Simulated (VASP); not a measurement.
# Nd3BeCl (P4/mmm) in VASP: relaxation of cell and atoms with PBE

Aim: the relaxation of cell and atoms of Nd3BeCl with PBE.

All numbers are computed with VASP 6.6.1; they aren't measurements. Logs are shortened: lines on timing, memory, paths and dates and some standing lists are left out, and cuts for length are marked.

## (1) The cell of the first run

The structure is tetragonal, space group P4/mmm (No. 123). The conventional cell has a = 5.657 Å, b = 5.657 Å, c = 5.527 Å, α = 90.00°, β = 90.00°, γ = 90.00°. Within 3.7 Å of Nd (site symmetry mmm) lie 2 Be at 2.83 Å and 2 Cl at 2.83 Å. Within 3.6 Å of Nd (site symmetry 4/mmm) lie 2 Be at 2.76 Å. Be (site symmetry 4/mmm) has 6 Nd at 2.76 to 2.83 Å within 3.6 Å. Cl (site symmetry 4/mmm) has 4 Nd at 2.83 Å within 3.7 Å.

The cell was built from a structure type or drawn by symmetry, and may not be a known phase.

## (2) Relaxation of cell and atoms, PBE

File INCAR:

```
PREC = Accurate
ENCUT = 600
EDIFF = 1E-7
ISMEAR = 0
SIGMA = 0.1
LREAL = F
LASPH = T
NELM = 200
ALGO = Normal
ISIF = 3
LWAVE = F
LCHARG = F
GGA = PE
IBRION = 2
NSW = 100
EDIFFG = -0.01
GGA_COMPAT = F
NELMIN = 4
LMAXMIX = 6
```

File KPOINTS:

```
Automatic mesh
0
Gamma
  8 8 8
```

File POSCAR:

```
Nd3BeCl
1.0
    5.6571824792      0.0000000000      0.0000000000
    0.0000000000      5.6571824792      0.0000000000
    0.0000000000      0.0000000000      5.5273469448
Nd Be Cl
3 1 1
Direct
    0.5000000000      0.0000000000      0.0000000000
    0.0000000000      0.5000000000      0.0000000000
    0.5000000000      0.5000000000      0.5000000000
    0.5000000000      0.5000000000      0.0000000000
    0.0000000000      0.0000000000      0.0000000000
```

Potentials or basis: VASP PAW PBE potentials, release 64 (Nd_3, Be, Cl), 4f in core.

On the command line:

```bash
cat potpaw_PBE.64/Nd_3/POTCAR potpaw_PBE.64/Be/POTCAR potpaw_PBE.64/Cl/POTCAR > POTCAR
mpirun -np 1 vasp_std > vasp.out
```

OUTCAR:

```text
PREC = Accurate
   ENCUT = 600
   EDIFF = 1E-7
   ISMEAR = 0
   LREAL = F
   LASPH = T
   NELM = 200
   ISIF = 3
   GGA = PE
   IBRION = 2
   NSW = 100
   EDIFFG = -0.01
   NELMIN = 4

 ion  position               nearest neighbor table
   1  0.500  0.000  0.000-   4 2.83   5 2.83   4 2.83   5 2.83
   2  0.000  0.500  0.000-   4 2.83   5 2.83   5 2.83   4 2.83
   3  0.500  0.500  0.500-   4 2.76   4 2.76
   4  0.500  0.500  0.000-   3 2.76   3 2.76   1 2.83   2 2.83   1 2.83   2 2.83
   5  0.000  0.000  0.000-   1 2.83   2 2.83   2 2.83   1 2.83

  LATTYP: Found a simple tetragonal cell.
 ALAT       =     5.6571824792
 C/A-ratio  =     0.9770494350

  Lattice vectors:

 A1 = (   5.6571824792,   0.0000000000,   0.0000000000)
 A2 = (   0.0000000000,   5.6571824792,   0.0000000000)
 A3 = (   0.0000000000,   0.0000000000,   5.5273469448)

Analysis of symmetry for initial positions (statically):
=====================================================================
 Subroutine PRICEL returns:
 Original cell was already a primitive cell.

 Routine SETGRP: Setting up the symmetry group for a
 simple tetragonal supercell.

 Subroutine GETGRP returns: Found 16 space group operations
 (whereof 16 operations were pure point group operations)
 out of a pool of 16 trial point group operations.

The static configuration has the point symmetry D_4h.

Analysis of symmetry for dynamics (positions and initial velocities):
=====================================================================
 Subroutine PRICEL returns:
 Original cell was already a primitive cell.

 Routine SETGRP: Setting up the symmetry group for a
 simple tetragonal supercell.

 Subroutine GETGRP returns: Found 16 space group operations
 (whereof 16 operations were pure point group operations)
 out of a pool of 16 trial point group operations.

The dynamic configuration has the point symmetry D_4h.

 Subroutine INISYM returns: Found 16 space group operations
 (whereof 16 operations are pure point group operations),
 and found     1 'primitive' translations

[... 160 lines left out ...]
  external PRESSURE =       0.4557727 kB  Pullay stress =       0.0000000 kB

 VOLUME and BASIS-vectors are now :
 -----------------------------------------------------------------------------
  energy-cutoff  :      600.00
  volume of cell :      176.90
      direct lattice vectors                 reciprocal lattice vectors
     5.657182479  0.000000000  0.000000000     0.176766439  0.000000000  0.000000000
     0.000000000  5.657182479  0.000000000     0.000000000  0.176766439  0.000000000
     0.000000000  0.000000000  5.527346945     0.000000000  0.000000000  0.180918623

 POSITION                                       TOTAL-FORCE (eV/Angst)
 -----------------------------------------------------------------------------------
      2.82859      0.00000      0.00000         0.000000      0.000000      0.000000
      0.00000      2.82859      0.00000         0.000000      0.000000      0.000000
      2.82859      2.82859      2.76367         0.000000      0.000000      0.000000
      2.82859      2.82859      0.00000         0.000000      0.000000      0.000000
      0.00000      0.00000      0.00000         0.000000      0.000000      0.000000
 -----------------------------------------------------------------------------------
    total drift:                                0.000000      0.000000      0.000000

  FREE ENERGIE OF THE ION-ELECTRON SYSTEM (eV)
  ---------------------------------------------------
  free  energy   TOTEN  =       -20.7042511879 eV

  energy  without entropy=      -20.6769777582  energy(sigma->0) =      -20.69061447

--------------------------------------- Ionic step        2  -------------------------------------------

 number of electron      42.0000001 magnetization

 Free energy of the ion-electron system (eV)
  ---------------------------------------------------
  ext. energy  EPLUGINS =         0.00000000
  ---------------------------------------------------
  free energy    TOTEN  =       -20.70428054 eV

  energy without entropy =      -20.67698051  energy(sigma->0) =      -20.69063052

 E-fermi :   2.4493     XC(G=0):  -8.3160

 val. band max:        2.4343212672   @ k =   0.0000   0.0000   0.5000
 cond. band min:       2.4496679033   @ k =   0.5000   0.2500   0.1250
 fundamental gap:      0.0153466361
 Fermi energy:         2.4492608275

 k-point     1 :       0.0000    0.0000    0.0000
  band No.  band energies     occupation
      1     -35.9054      2.00000
      2     -35.8253      2.00000
      3     -35.8011      2.00000
      4     -17.2500      2.00000
      5     -17.2500      2.00000
      6     -17.1515      2.00000
[... 661 lines left out ...]
     24       3.1345      0.00000
     25       3.5028      0.00000

 [... further k-points ...]

------------------------ aborting loop because EDIFF is reached ----------------------------------------

  FORCE on cell =-STRESS in cart. coord.  units (eV):
  Direction    XX          YY          ZZ          XY          YZ          ZX
  --------------------------------------------------------------------------------------
  -------------------------------------------------------------------------------------
  Total       -0.0144982     -0.0144982      0.0025258      0.0000000      0.0000000      0.0000000
  in kB       -0.1311215     -0.1311215      0.0228434      0.0000000      0.0000000      0.0000000
  external PRESSURE =      -0.0797999 kB  Pullay stress =       0.0000000 kB

 VOLUME and BASIS-vectors are now :
 -----------------------------------------------------------------------------
  energy-cutoff  :      600.00
  volume of cell :      177.15
      direct lattice vectors                 reciprocal lattice vectors
     5.660408029  0.000000000 -0.000000000     0.176665709 -0.000000000 -0.000000000
     0.000000000  5.660408029 -0.000000000    -0.000000000  0.176665709 -0.000000000
     0.000000000  0.000000000  5.529094978     0.000000000  0.000000000  0.180861426

 POSITION                                       TOTAL-FORCE (eV/Angst)
 -----------------------------------------------------------------------------------
      2.83020      0.00000     -0.00000        -0.000000     -0.000000      0.000000
      0.00000      2.83020     -0.00000        -0.000000      0.000000      0.000000
      2.83020      2.83020      2.76455         0.000000      0.000000      0.000000
      2.83020      2.83020     -0.00000        -0.000000     -0.000000      0.000000
      0.00000      0.00000      0.00000        -0.000000     -0.000000      0.000000
 -----------------------------------------------------------------------------------
    total drift:                                0.000000      0.000000      0.000000

  FREE ENERGIE OF THE ION-ELECTRON SYSTEM (eV)
  ---------------------------------------------------
  free  energy   TOTEN  =       -20.7042805432 eV

  energy  without entropy=      -20.6769805052  energy(sigma->0) =      -20.69063052

 reached required accuracy - stopping structural energy minimisation
```

OSZICAR:

```text
N       E                     dE             d eps       ncg     rms          rms(c)
DAV:   1     0.369126640599E+03    0.36913E+03   -0.20412E+04  3750   0.164E+03
[... 20 lines left out ...]
DAV:   2    -0.207044348867E+02    0.33163E-03   -0.16613E-03  4905   0.245E-01    0.725E-02
DAV:   3    -0.207042677406E+02    0.16715E-03   -0.70521E-04  5452   0.156E-01    0.172E-02
DAV:   4    -0.207042776777E+02   -0.99371E-05   -0.90020E-05  5524   0.327E-02    0.129E-02
DAV:   5    -0.207042824009E+02   -0.47231E-05   -0.13609E-05  6769   0.142E-02    0.114E-02
DAV:   6    -0.207042809681E+02    0.14328E-05   -0.85491E-06  5948   0.158E-02    0.823E-04
DAV:   7    -0.207042805184E+02    0.44967E-06   -0.75030E-07  4947   0.326E-03    0.358E-04
DAV:   8    -0.207042805432E+02   -0.24823E-07   -0.38579E-08  2208   0.985E-04
   2 F= -.20704281E+02 E0= -.20690631E+02  d E =-.293553E-04
```

CONTCAR:

```text
Nd3BeCl
   1.00000000000000
     5.6604080293377788    0.0000000000000000   -0.0000000000000000
     0.0000000000000000    5.6604080293377788   -0.0000000000000000
     0.0000000000000000    0.0000000000000000    5.5290949780955145
  Nd              Be              Cl
     3     1     1
Direct
     0.5000000000000000    0.0000000000000000    0.0000000000000000
     0.0000000000000000    0.5000000000000000    0.0000000000000000
     0.5000000000000000    0.5000000000000000    0.5000000000000000
     0.5000000000000000    0.5000000000000000    0.0000000000000000
     0.0000000000000000    0.0000000000000000    0.0000000000000000

  0.00000000E+00  0.00000000E+00  0.00000000E+00
  0.00000000E+00  0.00000000E+00  0.00000000E+00
  0.00000000E+00  0.00000000E+00  0.00000000E+00
  0.00000000E+00  0.00000000E+00  0.00000000E+00
  0.00000000E+00  0.00000000E+00  0.00000000E+00
```

Run time: 5.1 min. Hardware: 1 thread of Intel Xeon 6975P-C (Granite Rapids), shared host; peak memory 0.59 GiB.

Results:

```
Free energy                           : -20.7043 eV
Relaxed volume                        : 35.43 Å³/atom
Relaxed cell                          : a = 5.660 Å, b = 5.660 Å, c = 5.529 Å, α = 90.00°, β = 90.00°, γ = 90.00°
Space group after relaxing (to 0.1 Å) : P4/mmm (No. 123)
Energy gained by relaxing             : 0.0 meV/atom
Ionic steps                           : 2
Pressure after relaxing               : 0.0 GPa
Band gap on the k mesh                : zero (bands 21 and 22 overlap by 0.78 eV)
```

Final structure:
```
Nd Be Cl
1.0
     5.66041    0.00000    0.00000
     0.00000    5.66041    0.00000
     0.00000    0.00000    5.52909
Nd Be Cl
3 1 1
Direct
  0.50000 0.00000 0.00000
  0.00000 0.50000 0.00000
  0.50000 0.50000 0.50000
  0.50000 0.50000 0.00000
  0.00000 0.00000 0.00000
```

Caveat: spin-orbit coupling is left out, which moves the levels of the heavy elements; the 4f electrons are frozen in the core, so they carry no moment and show no levels; the run has no spin polarisation, though such a crystal can be magnetic. With open d or f shells a metallic result of PBE can be an artefact of self-interaction; +U or a hybrid may open a gap.
